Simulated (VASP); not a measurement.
Crystal: Cs2RhC.

```xyz
4
Lattice="4.7623 0.0000 0.0000 -2.3811 4.1242 0.0000 0.0000 0.0000 4.0102" Properties=species:S:1:pos:R:3 pbc="T T T"
Cs    0.0000    2.7495    0.0000
Cs    2.3811    1.3747    0.0000
Rh    0.0000    0.0000    2.0051
C     0.0000    0.0000    0.0000
```

```yaml
Program: VASP 6.6.1
Task: relaxation of cell and atoms
Functional: PBE
Potentials_or_basis: VASP PAW PBE potentials, release 64 (Cs_sv, Rh_pv, C)
Cutoff: 600 eV
k_mesh: 6 × 6 × 4
Occupations: gaussian, width 0.1 eV
Spin: no spin polarisation
```

At the start: pressure 37.1 GPa; volume 19.69 Å³/atom.

**Question.** Where does the relaxation end?

**Answer.** Over 5 steps the energy falls by 1446.9 meV/atom and the volume is 30.82 Å³/atom (+56.5 %); space group P6/mmm (No. 191, to 0.05 Å).

The path:
```
step  energy change (eV)  largest force (eV/Å)  pressure (GPa)  volume (Å³)
   1              0.0000                0.0000           37.11        78.76
   2             -5.6093                0.0000           -1.25       137.37
   3             -5.7587                0.0000            0.84       118.31
   4             -5.7856                0.0000           -0.16       124.45
   5             -5.7874                0.0000           -0.01       123.30
```

Final structure:
```cif
data_structure
_symmetry_space_group_name_H-M 'P 1'
_symmetry_Int_Tables_number 1
_cell_length_a 6.0783
_cell_length_b 6.0783
_cell_length_c 3.8536
_cell_angle_alpha 90.000
_cell_angle_beta 90.000
_cell_angle_gamma 120.000
_cell_volume 123.30
loop_
_atom_site_label
_atom_site_type_symbol
_atom_site_fract_x
_atom_site_fract_y
_atom_site_fract_z
_atom_site_occupancy
Cs1 Cs 0.33333 0.66667 0.00000 1
Cs2 Cs 0.66667 0.33333 0.00000 1
Rh1 Rh 0.00000 0.00000 0.50000 1
C1 C 0.00000 0.00000 0.00000 1
```

Caveat: the k points lie up to 0.41 Å⁻¹ apart in the final cell; the volume moved by over 15 % at a fixed basis, so the end points are rough.
